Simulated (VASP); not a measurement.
# Rh (P6_3/mmc) in VASP: notebook

Rh is run at these levels: r2SCAN; tasks: relaxation of cell and atoms.

Program: VASP 6.6.1. These are calculated values, not measurements. Logs are shortened: lines on timing, memory, paths and dates and some standing lists are left out, and cuts for length are marked.

**1. The cell of the first run**

It takes space group P6_3/mmc (No. 194, hexagonal). Conventional cell: a = 2.680 Å, b = 2.680 Å, c = 4.376 Å, α = 90.00°, β = 90.00°, γ = 120.00°. Within 3.5 Å of Rh (site symmetry -6m2) lie 12 Rh at 2.68 Å.

This isn't the form of Rh at room conditions, which is fcc.

**2. Relaxation of cell and atoms, r2SCAN**

Input file POSCAR:

```
Rh
1.0
    2.6800000000      0.0000000000      0.0000000000
   -1.3400000000      2.3209480821      0.0000000000
    0.0000000000      0.0000000000      4.3764400000
Rh
2
Direct
    0.3333333333      0.6666666667      0.2500000000
    0.6666666667      0.3333333333      0.7500000000
```

Input file INCAR.step1:

```
SYSTEM = Rh
PREC = Accurate ; ENCUT = 600
ISMEAR = 0 ; SIGMA = 0.1
LREAL = .False. ; LASPH = .True.
NELM = 100 ; GGA = PE
ALGO = Normal ; EDIFF = 1E-4
LWAVE = .True. ; LCHARG = .False.
```

Input file INCAR.step2:

```
SYSTEM = Rh
PREC = Accurate ; ENCUT = 600
EDIFF = 1E-7 ; ISMEAR = 0
SIGMA = 0.1 ; LREAL = .False.
LASPH = .True. ; NELM = 100
ALGO = Normal ; ISIF = 3
LWAVE = .False. ; LCHARG = .False.
METAGGA = R2SCAN ; LMIXTAU = .True.
IBRION = 2 ; NSW = 80
EDIFFG = -0.02 ; ISTART = 1
```

Input file KPOINTS:

```
Automatic mesh
0
Gamma
  10 10 5
  0 0 0
```

Potentials or basis: VASP PAW PBE potentials, release 64 (Rh_pv).

Launch:

```
$ cat potpaw_PBE.64/Rh_pv/POTCAR > POTCAR
$ cp INCAR.step1 INCAR
$ mpirun -np 1 vasp_std > vasp.out
$ cp INCAR.step2 INCAR
$ mpirun -np 1 vasp_std > vasp.out
```

OUTCAR:

```text
SYSTEM = Rh
   PREC = Accurate
   ENCUT = 600
   EDIFF = 1E-7
   ISMEAR = 0
   LREAL = .False.
   LASPH = .True.
   NELM = 100
   ISIF = 3
   METAGGA = R2SCAN
   IBRION = 2
   NSW = 80
   EDIFFG = -0.02
   ISTART = 1

 ion  position               nearest neighbor table
   1  0.333  0.667  0.250-   2 2.68   2 2.68   2 2.68   2 2.68   2 2.68   2 2.68
   2  0.667  0.333  0.750-   1 2.68   1 2.68   1 2.68   1 2.68   1 2.68   1 2.68

  LATTYP: Found a hexagonal cell.
 ALAT       =     2.6800000000
 C/A-ratio  =     1.6330000000

  Lattice vectors:

 A1 = (   2.6800000000,   0.0000000000,   0.0000000000)
 A2 = (  -1.3400000000,   2.3209480821,   0.0000000000)
 A3 = (   0.0000000000,   0.0000000000,   4.3764400000)

Analysis of symmetry for initial positions (statically):
=====================================================================
 Subroutine PRICEL returns:
 Original cell was already a primitive cell.

 Routine SETGRP: Setting up the symmetry group for a
 hexagonal supercell.

 Subroutine GETGRP returns: Found 24 space group operations
 (whereof 12 operations were pure point group operations)
 out of a pool of 24 trial point group operations.

The static configuration has the point symmetry D_3d.
 The point group associated with its full space group is D_6h.

Analysis of symmetry for dynamics (positions and initial velocities):
=====================================================================
 Subroutine PRICEL returns:
 Original cell was already a primitive cell.

 Routine SETGRP: Setting up the symmetry group for a
 hexagonal supercell.

 Subroutine GETGRP returns: Found 24 space group operations
 (whereof 12 operations were pure point group operations)
 out of a pool of 24 trial point group operations.

The dynamic configuration has the point symmetry D_3d.
 The point group associated with its full space group is D_6h.

 Subroutine INISYM returns: Found 24 space group operations
 (whereof 12 operations are pure point group operations),
 and found     1 'primitive' translations

----------------------------------------------------------------------------------------

                                     Primitive cell

  volume of cell :      27.2221

  direct lattice vectors                    reciprocal lattice vectors
     2.680000000  0.000000000  0.000000000     0.373134328  0.215429205  0.000000000
    -1.340000000  2.320948082  0.000000000     0.000000000  0.430858410  0.000000000
     0.000000000  0.000000000  4.376440000     0.000000000  0.000000000  0.228496221

  length of vectors
     2.680000000  2.680000000  4.376440000     0.430858410  0.430858410  0.228496221

  position of ions in fractional coordinates (direct lattice)
     0.333333333  0.666666667  0.250000000
     0.666666667  0.333333333  0.750000000

  ion indices of the primitive-cell ions
   primitive index   ion index
                 1           1
                 2           2

----------------------------------------------------------------------------------------

 KPOINTS: Automatic mesh

Automatic generation of k-mesh.
 Grid dimensions read from file:
 generate k-points for:   10   10    5

 Generating k-lattice:

  Cartesian coordinates                     Fractional coordinates (reciprocal lattice)
     0.037313433  0.021542920  0.000000000     0.100000000  0.000000000  0.000000000
     0.000000000  0.043085841  0.000000000     0.000000000  0.100000000  0.000000000
     0.000000000  0.000000000  0.045699244     0.000000000  0.000000000  0.200000000

  Length of vectors
     0.043085841  0.043085841  0.045699244

  Shift w.r.t. Gamma in fractional coordinates (k-lattice)
     0.000000000  0.000000000  0.000000000

 Subroutine IBZKPT returns following result:
 ===========================================

 Found     42 irreducible k-points:

 Following reciprocal coordinates:
            Coordinates               Weight
  0.000000  0.000000  0.000000      1.000000
  0.100000  0.000000  0.000000      6.000000
  0.200000  0.000000  0.000000      6.000000
  0.300000  0.000000  0.000000      6.000000
  0.400000  0.000000  0.000000      6.000000
  0.500000  0.000000  0.000000      3.000000
[... 16 lines left out ...]
  0.300000  0.100000  0.200000     24.000000
  0.400000  0.100000  0.200000     24.000000
 [... further k-points ...]
   k-points           NKPTS =     42   k-points in BZ     NKDIM =     42   number of bands    NBANDS=     19
   number of dos      NEDOS =    301   number of ions     NIONS =      2
   total plane-waves  NPLWV =  20736
   dimension x,y,z NGX =    24 NGY =   24 NGZ =   36
   dimension x,y,z NGXF=    48 NGYF=   48 NGZF=   72
   ions per type =               2
   NGX,Y,Z   is equivalent  to a cutoff of  14.89, 14.89, 13.68 a.u.
   NGXF,Y,Z  is equivalent  to a cutoff of  29.78, 29.78, 27.35 a.u.
 SYSTEM =  Rh
   PREC   = accura    normal or accurate (medium, high low for compatibility)
   ISTART =      1    job   : 0-new  1-cont  2-samecut
   ICHARG =      0    charge: 1-file 2-atom 10-const
   ISPIN  =      1    spin polarized calculation?
   LNONCOLLINEAR =      F non collinear calculations
   LSORBIT =      F    spin-orbit coupling
   LASPH  =      T    aspherical Exc in radial PAW
   ENCUT  =  600.0 eV  44.10 Ry    6.64 a.u.   5.35  5.35  8.74*2*pi/ulx,y,z
   NELM   =    100;   NELMIN=  2; NELMDL=  0     # of ELM steps
   EDIFF  = 0.1E-06   stopping-criterion for ELM
   LREAL  =      F    real-space projection
   EDIFFG = -.2E-01   stopping-criterion for IOM
   NSW    =     80    number of steps for IOM
   IBRION =      2    ionic relax: 0-MD 1-quasi-New 2-CG
   NFREE  =      1    steps in history (QN), initial steepest desc. (CG)
   ISIF   =      3    stress and relaxation
   ISYM   =      2    0-nonsym 1-usesym 2-fastsym
   POTIM  = 0.5000    time-step for ionic-motion
   TEBEG  =    0.0;   TEEND  =   0.0 temperature during run
   PSTRESS=    0.0 pullay stress
   NELECT =      30.0000    total number of electrons
   NUPDOWN=      -1.0000    fix difference up-down
   EMIN   =  10.00;   EMAX   =-10.00  energy-range for DOS
   EFERMI =   0.00;   METHOD = LEGACY
   ISMEAR =     0;   SIGMA  =   0.10  broadening in eV -4-tet -1-fermi 0-gaus
   EFERMI_NEDOS =   21; number of points for ismear=-14 and -15
   IALGO  =     38    algorithm
   IMIX   =      4    mixing-type and parameters
     AMIX     =   0.40;   BMIX     =  1.00
     AMIX_MAG =   1.60;   BMIX_MAG =  1.00
  volume/ion in A,a.u.               =      13.61        91.85
  Fermi-wavevector in a.u.,A,eV,Ry     =   1.690992  3.195511 38.905226  2.859453
  Thomas-Fermi vector in A             =   2.772839
   LORBIT       =      0    0 simple, 1 ext, 2 COOP (PROOUT), +10 PAW based schemes
   METAGGA = R2SCAN    functional components
   LHFCALC =     F    Hartree Fock is set to
   AEXX    =    0.0000 exact exchange contribution
   IVDW    =     0    specifies the selected vdW correction
   LEPSILON=     F    determine dielectric tensor
   LRPA    =     F    only Hartree local field effects (RPA)
 conjugate gradient relaxation of ions
 non-spin polarized calculation
 Gauss-broadening in eV      SIGMA  =   0.10
  energy-cutoff  :      600.00
  volume of cell :       27.22
 maximum number of plane-waves:       923
 NGX is ok and might be reduce to    24
   NGX = 11   NGY = 11   NGZ = 17

--------------------------------------- Ionic step        1  -------------------------------------------

 number of electron      30.0000005 magnetization

 Free energy of the ion-electron system (eV)
  ---------------------------------------------------
  ext. energy  EPLUGINS =         0.00000000
  ---------------------------------------------------
  free energy    TOTEN  =       -48.17464265 eV

  energy without entropy =      -48.16202981  energy(sigma->0) =      -48.16833623

------------------------ aborting loop because EDIFF is reached ----------------------------------------

  FORCE on cell =-STRESS in cart. coord.  units (eV):
  Direction    XX          YY          ZZ          XY          YZ          ZX
  --------------------------------------------------------------------------------------
  -------------------------------------------------------------------------------------
  Total        0.8371181      0.8371181      0.6053618      0.0000000      0.0000000      0.0000000
  in kB       49.2692709     49.2692709     35.6290651      0.0000000      0.0000000      0.0000000
  external PRESSURE =      44.7225357 kB  Pullay stress =       0.0000000 kB
[... 129 lines left out ...]
  energy  without entropy=      -48.1673137129  energy(sigma->0) =      -48.17394941

--------------------------------------- Ionic step        5  -------------------------------------------

 number of electron      30.0000003 magnetization

 Free energy of the ion-electron system (eV)
  ---------------------------------------------------
  ext. energy  EPLUGINS =         0.00000000
  ---------------------------------------------------
  free energy    TOTEN  =       -48.18073370 eV

  energy without entropy =      -48.16712634  energy(sigma->0) =      -48.17393002

 E-fermi :  11.7478     XC(G=0): -15.1679

 val. band max:       11.7312870880   @ k =   0.3000   0.1000   0.4000
 cond. band min:      11.7751714560   @ k =   0.5000   0.0000   0.2000
 fundamental gap:      0.0438843680
 Fermi energy:        11.7477596049

 k-point     1 :       0.0000    0.0000    0.0000
  band No.  band energies     occupation
      1     -36.8965      2.00000
      2     -36.2265      2.00000
      3     -36.2265      2.00000
      4     -36.1164      2.00000
      5     -36.1164      2.00000
      6     -36.1138      2.00000
[... 11 lines left out ...]
     18      12.5814      0.00000
     19      20.6897      0.00000
[... 489 lines left out ...]
      3     -36.4947      2.00000
      4     -36.3995      2.00000
      5     -36.3039      2.00000
      6     -36.2524      2.00000
[... 11 lines left out ...]
     18      17.6373      0.00000
     19      21.6782      0.00000

 [... further k-points ...]

------------------------ aborting loop because EDIFF is reached ----------------------------------------

  FORCE on cell =-STRESS in cart. coord.  units (eV):
  Direction    XX          YY          ZZ          XY          YZ          ZX
  --------------------------------------------------------------------------------------
  -------------------------------------------------------------------------------------
  Total        0.0040986      0.0040986      0.0153702      0.0000000      0.0000000      0.0000000
  in kB        0.2375862      0.2375862      0.8909740      0.0000000      0.0000000      0.0000000
  external PRESSURE =       0.4553821 kB  Pullay stress =       0.0000000 kB
[... 17 lines left out ...]
  FREE ENERGIE OF THE ION-ELECTRON SYSTEM (eV)
  ---------------------------------------------------
  free  energy   TOTEN  =       -48.1807337044 eV

  energy  without entropy=      -48.1671263396  energy(sigma->0) =      -48.17393002

 reached required accuracy - stopping structural energy minimisation
```

Run time: 2.8 min. Hardware: 1 thread of Intel Xeon 6975P-C (Granite Rapids), shared host; peak memory 0.17 GiB.

Results:

- Free energy: -48.1807 eV
- Relaxed volume: 13.82 Å³/atom
- Relaxed cell: a = 2.698 Å, b = 2.698 Å, c = 4.385 Å, α = 90.00°, β = 90.00°, γ = 120.00°
- Space group after relaxing (to 0.1 Å): P6_3/mmc (No. 194)
- Energy gained by relaxing: 3.0 meV/atom
- Ionic steps: 5
- Pressure after relaxing: 0.0 GPa
- Band gap on the k mesh: zero (bands 15 and 16 overlap by 2.34 eV)

The path:
| step | energy change (eV) | largest force (eV/Å) | pressure (GPa) | volume (Å³) |
| --- | --- | --- | --- | --- |
| 1 | 0.0000 | 0.0000 | 4.47 | 27.22 |
| 2 | 0.0294 | 0.0000 | -9.88 | 28.75 |
| 3 | -0.0059 | 0.0000 | -0.11 | 27.65 |
| 4 | -0.0059 | 0.0000 | -0.03 | 27.65 |
| 5 | -0.0061 | 0.0000 | 0.05 | 27.64 |

Final structure:
```yaml
crystal:
  lattice:
    - [2.69786, 0.00000, 0.00000]
    - [-1.34893, 2.33642, 0.00000]
    - [0.00000, 0.00000, 4.38485]
  atoms:
    - { symbol: Rh, position: [0.33333, 0.66667, 0.25000] }
    - { symbol: Rh, position: [0.66667, 0.33333, 0.75000] }
```

Caveat: the PAW data sets were made with another functional, which shifts forces and pressure a little.

(Part 1 of 3 ends here.)
